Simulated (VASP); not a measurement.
# CdTe (F-43m) in VASP: single point with PBEsol

Aim: the single point of CdTe with PBEsol.

Everything below comes from runs of VASP 6.6.1. Logs are shortened: lines on timing, memory, paths and dates and some standing lists are left out, and cuts for length are marked.

## (1) The cell of the first run

The structure is cubic, space group F-43m (No. 216). Conventional cell: a = 6.491 Å, b = 6.491 Å, c = 6.491 Å, α = 90.00°, β = 90.00°, γ = 90.00°. Within 3.7 Å of Cd (site symmetry -43m) lie 4 Te at 2.81 Å. Within 3.7 Å of Te (site symmetry -43m) lie 4 Cd at 2.81 Å.

## (2) Single point, PBEsol

The input, INCAR:

```
  ALGO = Normal
  EDIFF = 1E-7
  ENCUT = 520
  GGA = PS
  ISIF = 2
  ISMEAR = 0
  LASPH = T
  LCHARG = F
  LREAL = Auto
  LUSENCCL = F
  LWAVE = F
  NBANDS = 166
  NELM = 80
  PREC = Accurate
  SIGMA = 0.01
```

The input, KPOINTS:

```
Automatic mesh
0
Gamma
  2 2 2
  0.5 0.5 0.5
```

The input, POSCAR:

```
CdTe
1.0
    6.4910340231      6.4910340231     -6.4910340231
   -6.4910340231     -6.4910340231     -6.4910340231
   -6.4910340231      6.4910340231      6.4910340231
Cd Te
16 16
Direct
    0.2500000000      0.0000000000      0.7500000000
    0.5000000000      0.7500000000      0.7500000000
    0.7500000000      0.5000000000      0.7500000000
    0.7500000000      0.0000000000      0.2500000000
    0.0000000000      1.0000000000      0.0000000000
    0.2500000000      0.7500000000      0.0000000000
    0.5000000000      0.5000000000      0.0000000000
    0.7500000000      0.2500000000      0.0000000000
    0.0000000000      0.2500000000      0.7500000000
    0.5000000000      0.0000000000      0.5000000000
    0.7500000000      0.7500000000      0.5000000000
    0.0000000000      0.7500000000      0.2500000000
    0.2500000000      0.5000000000      0.2500000000
    0.5000000000      0.2500000000      0.2500000000
    0.0000000000      0.5000000000      0.5000000000
    0.2500000000      0.2500000000      0.5000000000
    0.2500000000      1.0000000000      0.0000000000
    0.5000000000      0.7500000000      0.0000000000
    0.7500000000      0.5000000000      0.0000000000
    0.7500000000      0.0000000000      0.5000000000
    0.0000000000      1.0000000000      0.2500000000
    0.2500000000      0.7500000000      0.2500000000
    0.5000000000      0.5000000000      0.2500000000
    0.7500000000      0.2500000000      0.2500000000
    0.0000000000      0.2500000000      0.0000000000
    0.5000000000      1.0000000000      0.7500000000
    0.7500000000      0.7500000000      0.7500000000
    0.0000000000      0.7500000000      0.5000000000
    0.2500000000      0.5000000000      0.5000000000
    0.5000000000      0.2500000000      0.5000000000
    0.0000000000      0.5000000000      0.7500000000
    0.2500000000      0.2500000000      0.7500000000
```

Potentials or basis: VASP PAW PBE potentials, release 64 (Cd, Te).

Started as:

```bash
$ cat potpaw_PBE.64/Cd/POTCAR potpaw_PBE.64/Te/POTCAR > POTCAR
$ mpirun -np 1 vasp_std > vasp.out
```

OUTCAR:

```text
EDIFF = 1E-7
   ENCUT = 520
   GGA = PS
   ISIF = 2
   ISMEAR = 0
   LASPH = T
   LREAL = Auto
   NELM = 80
   PREC = Accurate

 ion  position               nearest neighbor table
   1  0.250  0.000  0.750-  17 2.81  26 2.81  28 2.81  32 2.81
   2  0.500  0.750  0.750-  18 2.81  26 2.81  27 2.81  29 2.81
   3  0.750  0.500  0.750-  19 2.81  27 2.81  30 2.81  31 2.81
   4  0.750  0.000  0.250-  18 2.81  20 2.81  21 2.81  24 2.81
   5  0.000  0.000  0.000-  17 2.81  21 2.81  25 2.81  27 2.81
   6  0.250  0.750  0.000-  17 2.81  18 2.81  22 2.81  31 2.81
[... 24 lines left out ...]
  31  0.000  0.500  0.750-   3 2.81   6 2.81   9 2.81  15 2.81
  32  0.250  0.250  0.750-   1 2.81   7 2.81   9 2.81  16 2.81

  LATTYP: Found a body centered cubic cell.
 ALAT       =    12.9820680462

  Lattice vectors:

 A1 = (   6.4910340231,   6.4910340231,  -6.4910340231)
 A2 = (  -6.4910340231,  -6.4910340231,  -6.4910340231)
 A3 = (  -6.4910340231,   6.4910340231,   6.4910340231)

Analysis of symmetry for initial positions (statically):
=====================================================================
 Subroutine PRICEL returns following result:

  LATTYP: Found a face centered cubic cell.
 ALAT       =     6.4910340231

  Lattice vectors:

 A1 = (  -3.2455170115,  -3.2455170115,   0.0000000000)
 A2 = (   0.0000000000,  -3.2455170115,   3.2455170115)
 A3 = (  -3.2455170115,   0.0000000000,   3.2455170115)

  16 primitive cells build up your supercell.

 Routine SETGRP: Setting up the symmetry group for a
 body centered cubic supercell.

 Subroutine GETGRP returns: Found 24 space group operations
 (whereof 24 operations were pure point group operations)
 out of a pool of 48 trial point group operations.

The static configuration has the point symmetry T_d .

Analysis of symmetry for dynamics (positions and initial velocities):
=====================================================================
 Subroutine PRICEL returns following result:

  LATTYP: Found a face centered cubic cell.
 ALAT       =     6.4910340231

  Lattice vectors:

 A1 = (  -3.2455170115,  -3.2455170115,   0.0000000000)
 A2 = (   0.0000000000,  -3.2455170115,   3.2455170115)
 A3 = (  -3.2455170115,   0.0000000000,   3.2455170115)

  16 primitive cells build up your supercell.

 Routine SETGRP: Setting up the symmetry group for a
 body centered cubic supercell.

 Subroutine GETGRP returns: Found 24 space group operations
 (whereof 24 operations were pure point group operations)
 out of a pool of 48 trial point group operations.

The dynamic configuration has the point symmetry T_d .

 Subroutine INISYM returns: Found 24 space group operations
 (whereof 24 operations are pure point group operations),
 and found    16 'primitive' translations

----------------------------------------------------------------------------------------

                                     Primitive cell

  volume of cell :      68.3725

  direct lattice vectors                    reciprocal lattice vectors
    -3.245517012 -3.245517012  0.000000000    -0.154058659 -0.154058659 -0.154058659
     0.000000000 -3.245517012  3.245517012     0.154058659 -0.154058659  0.154058659
    -3.245517012  0.000000000  3.245517012    -0.154058659  0.154058659  0.154058659

  length of vectors
     4.589854175  4.589854175  4.589854175     0.266837426  0.266837426  0.266837426

  position of ions in fractional coordinates (direct lattice)
     0.000000000  0.000000000  1.000000000
     0.750000000  0.750000000  0.750000000

  ion indices of the primitive-cell ions
   primitive index   ion index
                 1           1
                 2          17

----------------------------------------------------------------------------------------

 KPOINTS: Automatic mesh

Automatic generation of k-mesh.
 Grid dimensions read from file:
 generate k-points for:    2    2    2

 Generating k-lattice:

  Cartesian coordinates                     Fractional coordinates (reciprocal lattice)
     0.000000000  0.038514665 -0.038514665     0.500000000  0.000000000  0.000000000
    -0.038514665  0.000000000 -0.038514665     0.000000000  0.500000000  0.000000000
    -0.038514665  0.038514665  0.000000000     0.000000000  0.000000000  0.500000000

  Length of vectors
     0.054467961  0.054467961  0.054467961

  Shift w.r.t. Gamma in fractional coordinates (k-lattice)
     0.500000000  0.500000000  0.500000000

 Subroutine IBZKPT returns following result:
 ===========================================

 Found      2 irreducible k-points:

 Following reciprocal coordinates:
            Coordinates               Weight
  0.250000  0.250000  0.250000      2.000000
 -0.250000  0.250000  0.250000      6.000000
   k-points           NKPTS =      2   k-points in BZ     NKDIM =      2   number of bands    NBANDS=    166
   number of dos      NEDOS =    301   number of ions     NIONS =     32
   total plane-waves  NPLWV = 592704
   dimension x,y,z NGX =    84 NGY =   84 NGZ =   84
   dimension x,y,z NGXF=   168 NGYF=  168 NGZF=  168
   ions per type =              16  16
   NGX,Y,Z   is equivalent  to a cutoff of  12.42, 12.42, 12.42 a.u.
   NGXF,Y,Z  is equivalent  to a cutoff of  24.84, 24.84, 24.84 a.u.
 SYSTEM =  unknown system
   PREC   = accura    normal or accurate (medium, high low for compatibility)
   ISTART =      0    job   : 0-new  1-cont  2-samecut
   ICHARG =      2    charge: 1-file 2-atom 10-const
   ISPIN  =      1    spin polarized calculation?
   LNONCOLLINEAR =      F non collinear calculations
   LSORBIT =      F    spin-orbit coupling
   LASPH  =      T    aspherical Exc in radial PAW
   ENCUT  =  520.0 eV  38.22 Ry    6.18 a.u.  20.90 20.90 20.90*2*pi/ulx,y,z
   NELM   =     80;   NELMIN=  2; NELMDL= -5     # of ELM steps
   EDIFF  = 0.1E-06   stopping-criterion for ELM
   LREAL  =      T    real-space projection
   EDIFFG = 0.1E-05   stopping-criterion for IOM
   NSW    =      0    number of steps for IOM
   IBRION =     -1    ionic relax: 0-MD 1-quasi-New 2-CG
   NFREE  =      0    steps in history (QN), initial steepest desc. (CG)
   ISIF   =      2    stress and relaxation
   ISYM   =      2    0-nonsym 1-usesym 2-fastsym
   POTIM  = 0.5000    time-step for ionic-motion
   TEBEG  =    0.0;   TEEND  =   0.0 temperature during run
   PSTRESS=    0.0 pullay stress
   NELECT =     288.0000    total number of electrons
   NUPDOWN=      -1.0000    fix difference up-down
   EMIN   =  10.00;   EMAX   =-10.00  energy-range for DOS
   EFERMI =   0.00;   METHOD = LEGACY
   ISMEAR =     0;   SIGMA  =   0.01  broadening in eV -4-tet -1-fermi 0-gaus
   EFERMI_NEDOS =   21; number of points for ismear=-14 and -15
   IALGO  =     38    algorithm
   IMIX   =      4    mixing-type and parameters
     AMIX     =   0.40;   BMIX     =  1.00
     AMIX_MAG =   1.60;   BMIX_MAG =  1.00
  volume/ion in A,a.u.               =      34.19       230.70
  Fermi-wavevector in a.u.,A,eV,Ry     =   1.049233  1.982762 14.978505  1.100889
  Thomas-Fermi vector in A             =   2.184187
   LORBIT       =      0    0 simple, 1 ext, 2 COOP (PROOUT), +10 PAW based schemes
   GGA     = PS    functional components
   LHFCALC =     F    Hartree Fock is set to
   AEXX    =    0.0000 exact exchange contribution
   IVDW    =     0    specifies the selected vdW correction
   LEPSILON=     F    determine dielectric tensor
   LRPA    =     F    only Hartree local field effects (RPA)
 non-spin polarized calculation
 Gauss-broadening in eV      SIGMA  =   0.01
  energy-cutoff  :      520.00
  volume of cell :     1093.96
 maximum number of plane-waves:     29472
   NGX = 41   NGY = 41   NGZ = 41

 number of electron     287.9999920 magnetization

 Free energy of the ion-electron system (eV)
  ---------------------------------------------------
  ext. energy  EPLUGINS =         0.00000000
  ---------------------------------------------------
  free energy    TOTEN  =       -87.88446528 eV

  energy without entropy =      -87.88446528  energy(sigma->0) =      -87.88446528

 E-fermi :   1.8657     XC(G=0):  -8.7608

 val. band max:        1.7913690697   @ k =  -0.2500   0.2500   0.2500
 cond. band min:       4.0703330622   @ k =   0.2500   0.2500   0.2500
 fundamental gap:      2.2789639925
 Fermi energy:         1.8657058123

 k-point     1 :       0.2500    0.2500    0.2500
  band No.  band energies     occupation
      1      -8.8160      2.00000
      2      -8.8160      2.00000
      3      -8.8160      2.00000
      4      -8.8160      2.00000
      5      -8.5552      2.00000
      6      -8.5552      2.00000
[... 148 lines left out ...]
    155       5.0586      0.00000
    156       5.0586      0.00000

 k-point     2 :      -0.2500    0.2500    0.2500
  band No.  band energies     occupation
      1      -8.9394      2.00000
      2      -8.7112      2.00000
      3      -8.7112      2.00000
      4      -8.7112      2.00000
      5      -8.7112      2.00000
      6      -8.6172      2.00000
[... 148 lines left out ...]
    155       5.2242      0.00000
    156       5.3786      0.00000
 [bands above 156 left out]

------------------------ aborting loop because EDIFF is reached ----------------------------------------

  FORCE on cell =-STRESS in cart. coord.  units (eV):
  Direction    XX          YY          ZZ          XY          YZ          ZX
  --------------------------------------------------------------------------------------
  -------------------------------------------------------------------------------------
  Total        0.7653332      0.7653332      0.7653332      0.0000000      0.0000000      0.0000000
  in kB        1.1208810      1.1208810      1.1208810      0.0000000      0.0000000      0.0000000
  external PRESSURE =       1.1208810 kB  Pullay stress =       0.0000000 kB

 VOLUME and BASIS-vectors are now :
 -----------------------------------------------------------------------------
  energy-cutoff  :      520.00
  volume of cell :     1093.96
      direct lattice vectors                 reciprocal lattice vectors
     6.491034023  6.491034023 -6.491034023     0.000000000  0.077029330 -0.077029330
    -6.491034023 -6.491034023 -6.491034023    -0.077029330  0.000000000 -0.077029330
    -6.491034023  6.491034023  6.491034023    -0.077029330  0.077029330  0.000000000

 POSITION                                       TOTAL-FORCE (eV/Angst)
 -----------------------------------------------------------------------------------
     -3.24552      6.49103      3.24552        -0.000000      0.000000     -0.000000
     -6.49103      3.24552     -3.24552        -0.000000      0.000000     -0.000000
     -3.24552      6.49103     -3.24552         0.000000     -0.000000     -0.000000
      3.24552      6.49103     -3.24552         0.000000     -0.000000      0.000000
      0.00000      0.00000      0.00000         0.000000      0.000000      0.000000
     -3.24552     -3.24552     -6.49103         0.000000     -0.000000      0.000000
[... 24 lines left out ...]
     -8.11379      1.62276      1.62276        -0.000000     -0.000000      0.000000
     -4.86828      4.86828      1.62276         0.000000     -0.000000     -0.000000
 -----------------------------------------------------------------------------------
    total drift:                               -0.000035      0.000035     -0.000035

  FREE ENERGIE OF THE ION-ELECTRON SYSTEM (eV)
  ---------------------------------------------------
  free  energy   TOTEN  =       -87.8844652845 eV

  energy  without entropy=      -87.8844652845  energy(sigma->0) =      -87.88446528
```

Wall time 61 s (1 × NVIDIA H100 80GB with 1 thread of Intel Xeon Platinum 8481C at 2.70GHz (Sapphire Rapids), shared host); peak memory 1.8 GiB.

What came out:

| Quantity | Value |
| --- | --- |
| Free energy | -87.8845 eV |
| Pressure | 0.1 GPa |
| Band gap on the k mesh | 2.28 eV |

Caveat: the PAW data sets were made with another functional, which shifts forces and pressure a little; spin-orbit coupling is left out, which moves the levels of the heavy elements; a shifted mesh leaves out Γ, where band edges can lie. A k mesh can miss the band edges.
